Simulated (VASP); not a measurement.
# BaTiO3 (Pm-3m) in VASP: notebook, part 2 of 2

VASP 6.6.1. Earlier steps stand in the parts before.

## 3. Single point, r2SCAN

POSCAR

```
BaTiO3
1.0
    4.0333659600      0.0000000000      0.0000000000
    0.0000000000      8.0667319100      0.0000000000
    0.0000000000      0.0000000000      4.0333659600
Ba Ti O
2 2 6
Direct
    0.5000000000      0.2500000000      0.5000000000
    0.5000000000      0.7500000000      0.5000000000
    0.0000000000      0.0000000000      0.0000000000
    0.0000000000      0.5000000000      0.0000000000
    0.5000000000      0.0000000000      0.0000000000
    0.5000000000      0.5000000000      0.0000000000
    0.0000000000      0.2500000000      0.0000000000
    0.0000000000      0.7500000000      0.0000000000
    0.0000000000      0.0000000000      0.5000000000
    0.0000000000      0.5000000000      0.5000000000
```

INCAR.step1

```
PREC     = Accurate       # precision mode
ENCUT    = 520            # plane-wave cutoff, eV
ISMEAR   = -1             # smearing method
SIGMA    = 0.1            # smearing width, eV
LREAL    = F              # projectors in reciprocal space
LASPH    = T              # aspherical terms in the spheres
NELM     = 80             # most SCF steps
NBANDS   = 51             # bands
GGA      = PE             # functional
ALGO     = Normal         # electronic algorithm
EDIFF    = 1E-4           # SCF threshold, eV
LWAVE    = T              # write WAVECAR
LCHARG   = F              # write CHGCAR
```

INCAR.step2

```
PREC     = Accurate       # precision mode
ENCUT    = 520            # plane-wave cutoff, eV
EDIFF    = 1E-6           # SCF threshold, eV
ISMEAR   = -1             # smearing method
SIGMA    = 0.1            # smearing width, eV
LREAL    = F              # projectors in reciprocal space
LASPH    = T              # aspherical terms in the spheres
NELM     = 80             # most SCF steps
ALGO     = Normal         # electronic algorithm
ISIF     = 2              # what is computed and relaxed
LWAVE    = F              # write WAVECAR
LCHARG   = F              # write CHGCAR
METAGGA  = R2SCAN         # meta-GGA
LMIXTAU  = T            
NBANDS   = 51             # bands
ISTART   = 1
```

KPOINTS

```
regular mesh
0
Gamma
  5 3 5
```

Potentials or basis: VASP PAW PBE potentials, release 64 (Ba_sv, Ti_sv, O).

Launch:

```
$ cat potpaw_PBE.64/Ba_sv/POTCAR potpaw_PBE.64/Ti_sv/POTCAR potpaw_PBE.64/O/POTCAR > POTCAR
$ cp INCAR.step1 INCAR
$ mpirun -np 1 vasp_std > vasp.out
$ cp INCAR.step2 INCAR
$ mpirun -np 1 vasp_std > vasp.out
```

OUTCAR:

```text
PREC = Accurate
   ENCUT = 520
   EDIFF = 1E-6
   ISMEAR = -1
   LREAL = F
   LASPH = T
   NELM = 80
   ISIF = 2
   METAGGA = R2SCAN
   ISTART = 1

 ion  position               nearest neighbor table
   1  0.500  0.250  0.500-   5 2.85   6 2.85   9 2.85  10 2.85   5 2.85   6 2.85   9 2.85  10 2.85
                             7 2.85   7 2.85   7 2.85   7 2.85   3 3.49   4 3.49   4 3.49   4 3.49
   2  0.500  0.750  0.500-   5 2.85   6 2.85   9 2.85  10 2.85   5 2.85   6 2.85   9 2.85  10 2.85
                             8 2.85   8 2.85   8 2.85   8 2.85   3 3.49   4 3.49   4 3.49   4 3.49
   3  0.000  0.000  0.000-   7 2.02   8 2.02   5 2.02   9 2.02   9 2.02   5 2.02   1 3.49   2 3.49
                             1 3.49   1 3.49   2 3.49   2 3.49   1 3.49   2 3.49
   4  0.000  0.500  0.000-   7 2.02   8 2.02   6 2.02  10 2.02  10 2.02   6 2.02   1 3.49   2 3.49
                             1 3.49   1 3.49   2 3.49   2 3.49   1 3.49   2 3.49
   5  0.500  0.000  0.000-   3 2.02   3 2.02   1 2.85   1 2.85   2 2.85   2 2.85
   6  0.500  0.500  0.000-   4 2.02   4 2.02   1 2.85   1 2.85   2 2.85   2 2.85
   7  0.000  0.250  0.000-   3 2.02   4 2.02   1 2.85   1 2.85   1 2.85   1 2.85
   8  0.000  0.750  0.000-   3 2.02   4 2.02   2 2.85   2 2.85   2 2.85   2 2.85
   9  0.000  0.000  0.500-   3 2.02   3 2.02   1 2.85   2 2.85   1 2.85   2 2.85
  10  0.000  0.500  0.500-   4 2.02   4 2.02   1 2.85   2 2.85   1 2.85   2 2.85

  LATTYP: Found a simple tetragonal cell.
 ALAT       =     4.0333659600
 C/A-ratio  =     1.9999999975

  Lattice vectors:

 A1 = (  -4.0333659600,   0.0000000000,   0.0000000000)
 A2 = (   0.0000000000,   0.0000000000,   4.0333659600)
 A3 = (   0.0000000000,   8.0667319100,   0.0000000000)

Analysis of symmetry for initial positions (statically):
=====================================================================
 Subroutine PRICEL returns following result:

  LATTYP: Found a simple cubic cell.
 ALAT       =     4.0333659600

  Lattice vectors:

 A1 = (   4.0333659600,   0.0000000000,   0.0000000000)
 A2 = (   0.0000000000,   4.0333659550,   0.0000000000)
 A3 = (   0.0000000000,   0.0000000000,   4.0333659600)

   2 primitive cells build up your supercell.

 Routine SETGRP: Setting up the symmetry group for a
 simple tetragonal supercell.

 Subroutine GETGRP returns: Found 16 space group operations
 (whereof 16 operations were pure point group operations)
 out of a pool of 16 trial point group operations.

The static configuration has the point symmetry D_4h.

Analysis of symmetry for dynamics (positions and initial velocities):
=====================================================================
 Subroutine PRICEL returns following result:

  LATTYP: Found a simple cubic cell.
 ALAT       =     4.0333659600

  Lattice vectors:

 A1 = (   4.0333659600,   0.0000000000,   0.0000000000)
 A2 = (   0.0000000000,   4.0333659550,   0.0000000000)
 A3 = (   0.0000000000,   0.0000000000,   4.0333659600)

   2 primitive cells build up your supercell.

 Routine SETGRP: Setting up the symmetry group for a
 simple tetragonal supercell.

[... 73 lines left out ...]
  0.200000  0.000000  0.200000      4.000000
  0.400000  0.000000  0.200000      8.000000
  0.200000  0.333333  0.200000      8.000000
  0.400000  0.333333  0.200000     16.000000
  0.400000  0.000000  0.400000      4.000000
  0.400000  0.333333  0.400000      8.000000
   k-points           NKPTS =     12   k-points in BZ     NKDIM =     12   number of bands    NBANDS=     51
   number of dos      NEDOS =    301   number of ions     NIONS =     10
   total plane-waves  NPLWV =  54000
   dimension x,y,z NGX =    30 NGY =   60 NGZ =   30
   dimension x,y,z NGXF=    60 NGYF=  120 NGZF=   60
   ions per type =               2   2   6
   NGX,Y,Z   is equivalent  to a cutoff of  12.37, 12.37, 12.37 a.u.
   NGXF,Y,Z  is equivalent  to a cutoff of  24.73, 24.73, 24.73 a.u.
 SYSTEM =  unknown system
   PREC   = accura    normal or accurate (medium, high low for compatibility)
   ISTART =      1    job   : 0-new  1-cont  2-samecut
   ICHARG =      0    charge: 1-file 2-atom 10-const
   ISPIN  =      1    spin polarized calculation?
   LNONCOLLINEAR =      F non collinear calculations
   LSORBIT =      F    spin-orbit coupling
   LASPH  =      T    aspherical Exc in radial PAW
   ENCUT  =  520.0 eV  38.22 Ry    6.18 a.u.   7.50 15.00  7.50*2*pi/ulx,y,z
   NELM   =     80;   NELMIN=  2; NELMDL=  0     # of ELM steps
   EDIFF  = 0.1E-05   stopping-criterion for ELM
   LREAL  =      F    real-space projection
   EDIFFG = 0.1E-04   stopping-criterion for IOM
   NSW    =      0    number of steps for IOM
   IBRION =     -1    ionic relax: 0-MD 1-quasi-New 2-CG
   NFREE  =      0    steps in history (QN), initial steepest desc. (CG)
   ISIF   =      2    stress and relaxation
   ISYM   =      2    0-nonsym 1-usesym 2-fastsym
   POTIM  = 0.5000    time-step for ionic-motion
   TEBEG  =    0.0;   TEEND  =   0.0 temperature during run
   PSTRESS=    0.0 pullay stress
   NELECT =      80.0000    total number of electrons
   NUPDOWN=      -1.0000    fix difference up-down
   EMIN   =  10.00;   EMAX   =-10.00  energy-range for DOS
   EFERMI =   0.00;   METHOD = LEGACY
   ISMEAR =    -1;   SIGMA  =   0.10  broadening in eV -4-tet -1-fermi 0-gaus
   EFERMI_NEDOS =   21; number of points for ismear=-14 and -15
   IALGO  =     38    algorithm
   IMIX   =      4    mixing-type and parameters
     AMIX     =   0.40;   BMIX     =  1.00
     AMIX_MAG =   1.60;   BMIX_MAG =  1.00
  volume/ion in A,a.u.               =      13.12        88.56
  Fermi-wavevector in a.u.,A,eV,Ry     =   1.388121  2.623168 26.216778  1.926879
  Thomas-Fermi vector in A             =   2.512277
   LORBIT       =      0    0 simple, 1 ext, 2 COOP (PROOUT), +10 PAW based schemes
   METAGGA = R2SCAN    functional components
   LHFCALC =     F    Hartree Fock is set to
   AEXX    =    0.0000 exact exchange contribution
   IVDW    =     0    specifies the selected vdW correction
   LEPSILON=     F    determine dielectric tensor
   LRPA    =     F    only Hartree local field effects (RPA)
 non-spin polarized calculation
  energy-cutoff  :      520.00
  volume of cell :      131.23
 maximum number of plane-waves:      3562
 NGX is ok and might be reduce to    30
   NGX = 15   NGY = 29   NGZ = 15

 number of electron      79.9999952 magnetization

 Free energy of the ion-electron system (eV)
  ---------------------------------------------------
  ext. energy  EPLUGINS =         0.00000000
  ---------------------------------------------------
  free energy    TOTEN  =      -148.44589374 eV

  energy without entropy =     -148.44587148  energy(sigma->0) =     -148.44588261

 E-fermi :   4.4109     XC(G=0): -11.7887

 val. band max:        3.2893841986   @ k =   0.4000   0.0000   0.4000
 cond. band min:       5.4328607609   @ k =   0.0000   0.0000   0.0000
 fundamental gap:      2.1434765622
 Fermi energy:         4.4108677468

 k-point     1 :       0.0000    0.0000    0.0000
  band No.  band energies     occupation
      1     -55.6369      2.00000
      2     -55.6359      2.00000
      3     -30.8325      2.00000
      4     -30.7814      2.00000
      5     -30.7814      2.00000
      6     -30.7813      2.00000
[... 637 lines left out ...]
     50      10.8283      0.00000
     51      11.3904      0.00000

------------------------ aborting loop because EDIFF is reached ----------------------------------------

  FORCE on cell =-STRESS in cart. coord.  units (eV):
  Direction    XX          YY          ZZ          XY          YZ          ZX
  --------------------------------------------------------------------------------------
  -------------------------------------------------------------------------------------
  Total       -2.6025414     -2.6149239     -2.6025414     -0.0000000     -0.0000000      0.0000000
  in kB      -31.7742524    -31.9254305    -31.7742524     -0.0000000     -0.0000000      0.0000000
  external PRESSURE =     -31.8246451 kB  Pullay stress =       0.0000000 kB

 VOLUME and BASIS-vectors are now :
 -----------------------------------------------------------------------------
  energy-cutoff  :      520.00
  volume of cell :      131.23
      direct lattice vectors                 reciprocal lattice vectors
     4.033365960  0.000000000  0.000000000     0.247931879  0.000000000  0.000000000
     0.000000000  8.066731910  0.000000000     0.000000000  0.123965940  0.000000000
     0.000000000  0.000000000  4.033365960     0.000000000  0.000000000  0.247931879

 POSITION                                       TOTAL-FORCE (eV/Angst)
 -----------------------------------------------------------------------------------
      2.01668      2.01668      2.01668        -0.000000     -0.000000     -0.000000
      2.01668      6.05005      2.01668        -0.000000      0.000000     -0.000000
      0.00000      0.00000      0.00000        -0.000000      0.000000     -0.000000
      0.00000      4.03337      0.00000        -0.000000     -0.000000     -0.000000
      2.01668      0.00000      0.00000        -0.000000      0.000000      0.000000
      2.01668      4.03337      0.00000        -0.000000     -0.000000      0.000000
      0.00000      2.01668      0.00000        -0.000000      0.000000     -0.000000
      0.00000      6.05005      0.00000        -0.000000      0.000000     -0.000000
      0.00000      0.00000      2.01668         0.000000      0.000000     -0.000000
      0.00000      4.03337      2.01668         0.000000     -0.000000     -0.000000
 -----------------------------------------------------------------------------------
    total drift:                                0.000000      0.000000      0.000000

  FREE ENERGIE OF THE ION-ELECTRON SYSTEM (eV)
  ---------------------------------------------------
  free  energy   TOTEN  =      -148.4458937421 eV

  energy  without entropy=     -148.4458714759  energy(sigma->0) =     -148.44588261
```

Wall time 7.8 min (1 thread of Intel Xeon Platinum 8375C at 2.90GHz (Ice Lake), shared host); peak memory 0.28 GiB.

Results:

| Property | Result |
| --- | --- |
| Free energy | -148.4459 eV |
| Pressure | -3.2 GPa |
| Band gap on the k mesh | 2.14 eV |

Levels at points of the mesh, in eV from the valence-band top:
```tsv
k point	band 36	band 37	band 38	band 39	band 40	band 41	band 42	band 43	band 44	band 45
(0.00, 0.00, 0.00)	-0.68	-0.68	-0.11	-0.11	-0.11	2.14	2.14	2.14	2.28	3.79
```

Caveat: the cell stands under tension; the PAW data sets were made with another functional, which shifts forces and pressure a little; spin-orbit coupling is left out, which moves the levels of the heavy elements; an odd mesh through Γ misses points on the zone boundary, where band edges can lie.
